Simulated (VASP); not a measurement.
# Pd in VASP: notebook

The runs below take Pd through single point, with LDA.

Everything below comes from runs of VASP 6.6.1. Logs are shortened: lines on timing, memory, paths and dates and some standing lists are left out, and cuts for length are marked.

## (1) The cell of the first run

It takes space group Fm-3m (No. 225, cubic). Conventional cell: a = 3.990 Å, b = 3.990 Å, c = 3.990 Å, α = 90.00°, β = 90.00°, γ = 90.00°. Within 3.7 Å of Pd (site symmetry m-3m) lie 12 Pd at 2.82 Å.

## (2) Single point, LDA (volume scaled by 1.12)

INCAR

```
PREC = Accurate
ENCUT = 520
EDIFF = 1E-6
ISMEAR = -1
SIGMA = 0.1
LREAL = F
LASPH = T
NELM = 60
ALGO = Normal
ISIF = 2
LWAVE = F
LCHARG = T
GGA = CA
LELF = T
LVHAR = T
NBANDS = 11
```

KPOINTS

```
Automatic mesh
0
Gamma
  23 23 23
```

POSCAR

```
Pd
1.0
    0.0000000000      1.9951027826      1.9951027826
    1.9951027826      0.0000000000      1.9951027826
    1.9951027826      1.9951027826      0.0000000000
Pd
1
Direct
    0.0000000000      0.0000000000      0.0000000000
```

Potentials or basis: VASP PAW LDA potentials, release 64 (Pd).

On the command line:

```bash
$ cat potpaw_LDA.64/Pd/POTCAR > POTCAR
$ mpirun -np 1 vasp_std > vasp.out
```

OUTCAR:

```text
PREC = Accurate
   ENCUT = 520
   EDIFF = 1E-6
   ISMEAR = -1
   LREAL = F
   LASPH = T
   NELM = 60
   ISIF = 2
   GGA = CA

 ion  position               nearest neighbor table
   1  0.000  0.000  0.000-

  LATTYP: Found a face centered cubic cell.
 ALAT       =     3.9902055652

  Lattice vectors:

 A1 = (   0.0000000000,   1.9951027826,   1.9951027826)
 A2 = (   1.9951027826,   0.0000000000,   1.9951027826)
 A3 = (   1.9951027826,   1.9951027826,   0.0000000000)

Analysis of symmetry for initial positions (statically):
[... 33 lines left out ...]
                                     Primitive cell

  volume of cell :      15.8828

  direct lattice vectors                    reciprocal lattice vectors
     0.000000000  1.995102783  1.995102783    -0.250613655  0.250613655  0.250613655
     1.995102783  0.000000000  1.995102783     0.250613655 -0.250613655  0.250613655
     1.995102783  1.995102783  0.000000000     0.250613655  0.250613655 -0.250613655

  length of vectors
     2.821501413  2.821501413  2.821501413     0.434075583  0.434075583  0.434075583

  position of ions in fractional coordinates (direct lattice)
     0.000000000  0.000000000  0.000000000

  ion indices of the primitive-cell ions
   primitive index   ion index
                 1           1

----------------------------------------------------------------------------------------

 KPOINTS: Automatic mesh

Automatic generation of k-mesh.
 Grid dimensions read from file:
 generate k-points for:   23   23   23

 Generating k-lattice:

  Cartesian coordinates                     Fractional coordinates (reciprocal lattice)
    -0.010896246  0.010896246  0.010896246     0.043478261  0.000000000  0.000000000
     0.010896246 -0.010896246  0.010896246     0.000000000  0.043478261  0.000000000
     0.010896246  0.010896246 -0.010896246     0.000000000  0.000000000  0.043478261

  Length of vectors
     0.018872851  0.018872851  0.018872851

  Shift w.r.t. Gamma in fractional coordinates (k-lattice)
     0.000000000  0.000000000  0.000000000

 Subroutine IBZKPT returns following result:
 ===========================================

 Found    364 irreducible k-points:

 Following reciprocal coordinates:
            Coordinates               Weight
  0.000000  0.000000  0.000000      1.000000
  0.043478  0.000000  0.000000      8.000000
  0.086957  0.000000  0.000000      8.000000
[... 36 lines left out ...]
   LSORBIT =      F    spin-orbit coupling
   LASPH  =      T    aspherical Exc in radial PAW
   ENCUT  =  520.0 eV  38.22 Ry    6.18 a.u.   5.25  5.25  5.25*2*pi/ulx,y,z
   NELM   =     60;   NELMIN=  2; NELMDL= -5     # of ELM steps
   EDIFF  = 0.1E-05   stopping-criterion for ELM
   LREAL  =      F    real-space projection
   EDIFFG = 0.1E-04   stopping-criterion for IOM
   NSW    =      0    number of steps for IOM
   IBRION =     -1    ionic relax: 0-MD 1-quasi-New 2-CG
   NFREE  =      0    steps in history (QN), initial steepest desc. (CG)
   ISIF   =      2    stress and relaxation
   ISYM   =      2    0-nonsym 1-usesym 2-fastsym
   POTIM  = 0.5000    time-step for ionic-motion
   TEBEG  =    0.0;   TEEND  =   0.0 temperature during run
   PSTRESS=    0.0 pullay stress
   NELECT =      10.0000    total number of electrons
   NUPDOWN=      -1.0000    fix difference up-down
   EMIN   =  10.00;   EMAX   =-10.00  energy-range for DOS
   EFERMI =   0.00;   METHOD = LEGACY
   ISMEAR =    -1;   SIGMA  =   0.10  broadening in eV -4-tet -1-fermi 0-gaus
   EFERMI_NEDOS =   21; number of points for ismear=-14 and -15
   IALGO  =     38    algorithm
   IMIX   =      4    mixing-type and parameters
     AMIX     =   0.40;   BMIX     =  1.00
     AMIX_MAG =   1.60;   BMIX_MAG =  1.00
  volume/ion in A,a.u.               =      15.88       107.18
  Fermi-wavevector in a.u.,A,eV,Ry     =   1.403135  2.651541 26.786997  1.968789
  Thomas-Fermi vector in A             =   2.525827
   LORBIT       =      0    0 simple, 1 ext, 2 COOP (PROOUT), +10 PAW based schemes
   GGA     = CA    functional components
   LHFCALC =     F    Hartree Fock is set to
   AEXX    =    0.0000 exact exchange contribution
   IVDW    =     0    specifies the selected vdW correction
   LEPSILON=     F    determine dielectric tensor
   LRPA    =     F    only Hartree local field effects (RPA)
 non-spin polarized calculation
  energy-cutoff  :      520.00
  volume of cell :       15.88
 maximum number of plane-waves:       444
 NGX is ok and might be reduce to    24

 number of electron      10.0000001 magnetization

 Free energy of the ion-electron system (eV)
  ---------------------------------------------------
  ext. energy  EPLUGINS =         0.00000000
  ---------------------------------------------------
  free energy    TOTEN  =        -6.41827955 eV

  energy without entropy =       -6.34999973  energy(sigma->0) =       -6.38413964

 E-fermi :   8.3981     XC(G=0): -13.0704

 val. band max:        8.3978389132   @ k =   0.4348   0.3913   0.0000
 cond. band min:       8.3985749466   @ k =   0.4348   0.3478   0.0000
 fundamental gap:      0.0007360335
 Fermi energy:         8.3980970252

 k-point     1 :       0.0000    0.0000    0.0000
  band No.  band energies     occupation
      1       1.6973      2.00000
      2       5.8242      2.00000
      3       5.8242      2.00000
      4       5.8242      2.00000
      5       7.2801      1.99997
      6       7.2801      1.99997
      7      25.4566      0.00000
      8      29.7469      0.00000
      9      29.7469      0.00000
     10      29.7469      0.00000
     11      34.3479      0.00000
[... 309 lines left out ...]
 k-point    24 :      -0.4783    0.0435    0.0000
  band No.  band energies     occupation
      1       3.6159      2.00000
      2       5.7641      2.00000
      3       5.8303      2.00000
      4       8.0486      1.94109
      5       8.3333      1.31289
      6       9.8300      0.00000
      7      15.0652      0.00000
      8      24.8380      0.00000
      9      28.1958      0.00000
     10      28.4563      0.00000
     11      34.5359      0.00000

 [... further k-points ...]
[... 5 lines left out ...]
  --------------------------------------------------------------------------------------
  -------------------------------------------------------------------------------------
  Total       -1.8489099     -1.8489099     -1.8489099      0.0000000      0.0000000      0.0000000
  in kB     -186.5093102   -186.5093102   -186.5093102      0.0000000      0.0000000      0.0000000
  external PRESSURE =    -186.5093102 kB  Pullay stress =       0.0000000 kB

 VOLUME and BASIS-vectors are now :
 -----------------------------------------------------------------------------
  energy-cutoff  :      520.00
  volume of cell :       15.88
      direct lattice vectors                 reciprocal lattice vectors
     0.000000000  1.995102783  1.995102783    -0.250613655  0.250613655  0.250613655
     1.995102783  0.000000000  1.995102783     0.250613655 -0.250613655  0.250613655
     1.995102783  1.995102783  0.000000000     0.250613655  0.250613655 -0.250613655

 POSITION                                       TOTAL-FORCE (eV/Angst)
 -----------------------------------------------------------------------------------
      0.00000      0.00000      0.00000         0.000000      0.000000      0.000000
 -----------------------------------------------------------------------------------
    total drift:                                0.000000      0.000000     -0.000000

  FREE ENERGIE OF THE ION-ELECTRON SYSTEM (eV)
  ---------------------------------------------------
  free  energy   TOTEN  =        -6.4182795515 eV

  energy  without entropy=       -6.3499997255  energy(sigma->0) =       -6.38413964
```

stdout:

```text
POSCAR found type information on POSCAR Pd
 POSCAR found :  1 types and       1 ions
 scaLAPACK will be used
 LDA part: xc-table for (Slater(with rela. corr.)+CA(PZ))
 , standard interpolation
 POSCAR, INCAR and KPOINTS ok, starting setup
 FFT: planning ... GRIDC
 FFT: planning ... GRID_SOFT
 FFT: planning ... GRID
 WAVECAR not read
 entering main loop
```

It took 69 s on 1 thread of Intel Xeon 8259CL, shared host; peak memory 0.18 GiB.

What came out:

- Free energy: -6.4183 eV
- Pressure: -18.7 GPa
- Band gap on the k mesh: zero (band 5 reaches 8.61 eV, above the bottom of band 6 at 7.22 eV)

Caveat: the cell differs from its parent crystal (volume scaled by 1.12).

## (3) Single point, LDA, non-collinear spin, zero start, spin-orbit coupling

This run uses another cell than the first one, of 14.18 Å³/atom, 0.893 times its volume.

INCAR

```
PREC = Accurate ; ENCUT = 520
EDIFF = 1E-6 ; ISMEAR = -1
SIGMA = 0.1 ; LREAL = False
LASPH = True ; NELM = 150
ALGO = Normal ; ISIF = 2
LWAVE = False ; LCHARG = False
MAGMOM = 0 0 0 ; LORBIT = 11
LSORBIT = True ; GGA_COMPAT = False
LORBMOM = True ; LMAXMIX = 4
GGA = CA ; NBANDS = 21
```

KPOINTS

```
Automatic mesh
0
Gamma
  14 14 14
```

POSCAR

```
Pd
1.0
    0.0000000000      1.9211411159      1.9211411159
    1.9211411159      0.0000000000      1.9211411159
    1.9211411159      1.9211411159      0.0000000000
Pd
1
Direct
    0.0000000000      0.0000000000      0.0000000000
```

Potentials or basis: VASP PAW LDA potentials, release 64 (Pd).

On the command line:

```bash
$ cat potpaw_LDA.64/Pd/POTCAR > POTCAR
$ mpirun -np 1 vasp_ncl > vasp.out
```

Run time: 72 s. Hardware: 1 thread of Intel Xeon 8259CL, shared host; peak memory 0.18 GiB.

The run converged. Its results:

```
Free energy                                           : -6.5665 eV
Pressure                                              : 0.3 GPa
Net moment                                            : 0.00 μB per cell
Valence electrons inside the program's atomic spheres : Pd 9.53
```

Moments on the atoms (μB; x, y, z):
```
Pd  0.00 0.00 0.00
```

## (4) Single point, LDA, collinear spin, antiferromagnetic start

This run uses another cell than the first one: it holds 2 atoms, not 1.

INCAR

```
ALGO = Normal ; EDIFF = 1E-7
ENCUT = 520 ; GGA = CA
ISIF = 2 ; ISMEAR = -1
ISPIN = 2 ; LASPH = True
LCHARG = False ; LMAXMIX = 4
LORBIT = 11 ; LREAL = False
LWAVE = False ; MAGMOM = 0.5 -0.5
NBANDS = 21 ; NELM = 150
PREC = Accurate ; SIGMA = 0.05
```

KPOINTS

```
k-points
0
Gamma
  19 19 14
```

POSCAR

```
Pd
1.0
    2.7206707925      0.0000000000      0.0000000000
    0.0000000000      2.7206707925      0.0000000000
    0.0000000000      0.0000000000      3.8248119517
Pd
2
Direct
    1.0000000000      0.0000000000      0.0000000000
    0.5000000000      0.5000000000      0.5000000000
```

On the command line:

```bash
$ cat potpaw_LDA.64/Pd/POTCAR > POTCAR
$ mpirun -np 1 vasp_std > vasp.out
```

It took 9.3 min on 1 thread of AMD EPYC 7R13, shared host; peak memory 0.38 GiB.

Results (log left out):

```
Free energy                                           : -13.0051 eV
Pressure                                              : 0.2 GPa
Band gap on the k mesh                                : zero (filled and empty bands overlap)
Net moment                                            : 0.00 μB per cell
Valence electrons inside the program's atomic spheres : Pd 9.53
```

Stress tensor (GPa, compression positive):
```
0.09 0.00 0.00
0.00 0.09 0.00
0.00 0.00 0.52
```

Levels at points of the mesh, in eV from the Fermi level:
Spin up:
| k point | band 6 | band 7 | band 8 | band 9 | band 10 | band 11 | band 12 | band 13 | band 14 | band 15 |
| --- | --- | --- | --- | --- | --- | --- | --- | --- | --- | --- |
| (0.00, 0.00, 0.00) | -3.04 | -1.35 | -1.29 | -0.04 | 0.31 | 0.31 | 3.32 | 11.25 | 13.20 | 13.20 |
| (0.00, 0.00, 0.50) | -1.96 | -1.71 | -1.71 | -1.71 | -1.71 | -0.73 | -0.73 | 18.39 | 18.39 | 18.39 |
Spin down:
```
           k point  band 8  band 9  band 10  band 11  band 12  band 13
(0.00, 0.00, 0.00)   -1.29   -0.04     0.31     0.31     3.32    11.25
(0.00, 0.00, 0.50)   -1.71   -1.71    -1.71    -0.73    -0.73    18.39
```

## (5) The runs side by side

| spin | cell | k mesh | smearing | gap on the mesh (eV) | pressure (GPa) | moment (μB) |
| --- | --- | --- | --- | --- | --- | --- |
| off | a = 2.822 Å, angles 60.0°, 1 atom | 23 × 23 × 23 | fermi-dirac 0.1 eV | none | -18.7 | - |
| non-collinear, zero start, SOC | a = 2.717 Å, angles 60.0°, 1 atom | 14 × 14 × 14 | fermi-dirac 0.1 eV | - | 0.3 | 0.00 |
| collinear, antiferromagnetic start | a = 2.721, b = 2.721, c = 3.825 Å, 2 atoms | 19 × 19 × 14 | fermi-dirac 0.05 eV | none | 0.2 | 0.00 |

Alike in all rows: task single point; level LDA; potentials or basis VASP PAW LDA potentials, release 64 (Pd); cutoff (eV) 520.

Absolute energies hang on the potentials; compare differences alone.
